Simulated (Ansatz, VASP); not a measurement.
**SnTe2 in VASP and in Ansatz**

INCAR

```
ALGO = Normal
EDIFF = 1E-6
ENCUT = 520
GGA = PE
ISIF = 2
ISMEAR = -1
LASPH = True
LCHARG = False
LREAL = False
LWAVE = False
NBANDS = 20
NELM = 100
PREC = Accurate
SIGMA = 0.02
```

The input KPOINTS:

```
k-points
0
Gamma
  6 6 6
```

POSCAR

```
SnTe2
1.0
    0.0000000000      3.7010376710      3.7010376710
    3.7010376710      0.0000000000      3.7010376710
    3.7010376710      3.7010376710      0.0000000000
Sn Te
1 2
Direct
    0.0000000000      0.0000000000      0.0000000000
    0.2500000000      0.2500000000      0.2500000000
    0.7500000000      0.7500000000      0.7500000000
```

Input for Ansatz:

```yaml
crystal:
  lattice:
    - [0.0, 3.701037671, 3.701037671]
    - [3.701037671, 0.0, 3.701037671]
    - [3.701037671, 3.701037671, 0.0]
  atoms:
    - { symbol: Sn, position: [0.0, 0.0, 0.0] }
    - { symbol: Te, position: [0.25, 0.25, 0.25] }
    - { symbol: Te, position: [0.75, 0.75, 0.75] }
kpoints:
  mp_grid: { grid: [6, 6, 6] }
  band_path:
    path:
      - [[0.0, 0.0, 0.0], [0.5, 6.539640383716e-17, 0.5], [0.625, 0.25, 0.625]]
      - [[0.375, 0.375, 0.75], [0.0, 0.0, 0.0], [0.5, 0.5, 0.5], [0.5, 0.25, 0.75], [0.5, 6.539640383716e-17, 0.5]]
    npoints: 10
hamiltonian:
  xc: pbe
scf:
  occupations: { method: fermi_dirac, width: 0.02 }
  n_extra_bands: 4
output:
  forces: true
  stress: true
  eigenvalues: true
```

Alike in both runs: task single point; functional PBE; k mesh 6 × 6 × 6; occupations fermi-dirac, width 0.02 eV; no spin polarisation.

```csv
,VASP,Ansatz
version,VASP 6.6.1,Ansatz 0.2.0
potentials or method,"VASP PAW PBE potentials, release 64 (Sn_d, Te)","plane waves, PAW"
plane-wave cutoff (eV),520,420
valence electrons in the cell,26,46
```

```csv
,VASP,Ansatz,Ansatz less VASP
pressure (GPa),0.5,0.5,+0.04
```

VASP's potentials hold 26 valence electrons a cell and Ansatz's 46, so a difference there can come from the potentials and not from the codes.

Spin-orbit coupling is off throughout.
